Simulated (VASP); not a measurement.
# Ga3I: single point with PBE

The system is Ga3I.

```
CELL_PARAMETERS angstrom
4.61067 0.00000 0.00000
0.00000 4.61067 0.00000
0.00000 0.00000 4.61067
ATOMIC_POSITIONS crystal
Ga 0.00000 0.50000 0.50000
Ga 0.50000 0.00000 0.50000
Ga 0.50000 0.50000 0.00000
I 0.00000 0.00000 0.00000
```

```
Program                : VASP 6.6.1
Task                   : single point
Functional             : PBE
Potentials or basis    : VASP PAW PBE potentials, release 64 (Ga_d, I)
Cutoff                 : 500 eV
k mesh                 : 6 × 6 × 6
Occupations            : gaussian, width 0.0788 eV
Spin                   : no spin polarisation
Dipole correction      : no
Further INCAR settings : ALGO = Normal; EDIFF = 1e-06; NBANDS = 31
```

```
Pressure               : 2.4 GPa
Band gap on the k mesh : zero (bands 23 and 24 overlap by 1.60 eV)
```

Levels at points of the mesh, in eV from the Fermi level:
| k point | band 21 | band 22 | band 23 | band 24 | band 25 | band 26 |
| --- | --- | --- | --- | --- | --- | --- |
| (0.00, 0.00, 0.00) | -3.52 | -3.52 | 0.98 | 0.98 | 0.98 | 3.38 |
| (0.50, 0.00, 0.00) | -2.94 | -2.12 | -0.62 | -0.62 | 0.39 | 3.17 |
| (0.50, 0.50, 0.00) | -1.90 | -1.90 | -1.16 | 0.87 | 0.92 | 0.92 |
| (0.50, 0.50, 0.50) | -5.40 | -5.40 | -3.21 | 3.09 | 3.09 | 3.09 |

Wall time 40 s on 1 thread of AMD EPYC 7R13 Processor (Zen 3) (shared host), peak memory 0.19 GiB.

Caveat: spin-orbit coupling is left out, which moves the levels of the heavy elements.
